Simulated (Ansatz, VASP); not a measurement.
# Two plane-wave programs on SnO2

```
CELL_PARAMETERS angstrom
4.82694 0.00000 0.00000
0.00000 4.82694 0.00000
0.00000 0.00000 3.23822
ATOMIC_POSITIONS crystal
Sn 0.00000 0.00000 0.00000
Sn 0.50000 0.50000 0.50000
O 0.30657 0.30657 0.00000
O 0.19343 0.80657 0.50000
O 0.69343 0.69343 0.00000
O 0.80657 0.19343 0.50000
```

Alike in both runs: task single point; functional PBE; k mesh 4 × 4 × 6; no spin polarisation.

```csv
,VASP,Ansatz
version,VASP 6.6.1,Ansatz 0.2.0
potentials or method,"VASP PAW PBE potentials, release 64 (Sn_d, O)","plane waves, PAW"
plane-wave cutoff (eV),520,420
occupations,"gaussian, width 0.01 eV",fixed
valence electrons in the cell,52,52
```

|  | VASP | Ansatz | Ansatz less VASP |
| --- | --- | --- | --- |
| gap on the k mesh at the Fermi level (eV) | 0.67 | 0.68 | +0.012 |
| pressure (GPa) | 0.6 | 0.0 | -0.61 |
| traceless stress, the component that is largest in VASP (GPa) | 0.17 | -0.02 | -0.193 |
| rms of the force components (eV/Å) | 0.007 | 0.001 | -0.0065 |

Atom by atom the forces differ by 0.008 eV/Å (rms over components).
